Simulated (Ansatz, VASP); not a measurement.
**One calculation of Cu2H3, two programs**

```
Cu H
1.0
     4.11999    0.00000    0.00000
    -2.06000    3.56802    0.00000
     0.00000    0.00000    3.14743
Cu H
2 3
Cartesian
  0.0000 2.3787 1.5737
  2.0600 1.1893 1.5737
  0.0000 2.3787 0.0000
  2.0600 1.1893 0.0000
  0.0000 0.0000 1.5737
```

Alike in both runs: task relaxation of cell and atoms; functional PBE; k mesh 6 × 6 × 6; occupations gaussian, width 0.1 eV; no spin polarisation.

|  | VASP | Ansatz |
| --- | --- | --- |
| version | VASP 6.6.1 | Ansatz 0.2.0 |
| potentials or method | VASP PAW PBE potentials, release 64 (Cu, H), cutoff 600 eV | scalar-relativistic, plane waves, PAW |
| valence electrons in the cell | 25 | 41 |

VASP gave:

| Property | Result |
| --- | --- |
| gap on the k mesh at the Fermi level, each at its own relaxed structure (eV) | none |
| relaxed volume (Å³/atom) | 9.25 |
| relaxed cell length with the largest relative difference (Å) | 4.090 |

Problem. Which values does Ansatz return?

Solution. gap on the k mesh at the Fermi level, each at its own relaxed structure (eV): none; relaxed volume (Å³/atom): 9.16; relaxed cell length with the largest relative difference (Å): 4.076.

A gap of «none» marks a metal or a gap that the smearing closes. VASP's potentials hold 25 valence electrons a cell and Ansatz's 41, so a difference there can come from the potentials and not from the codes.
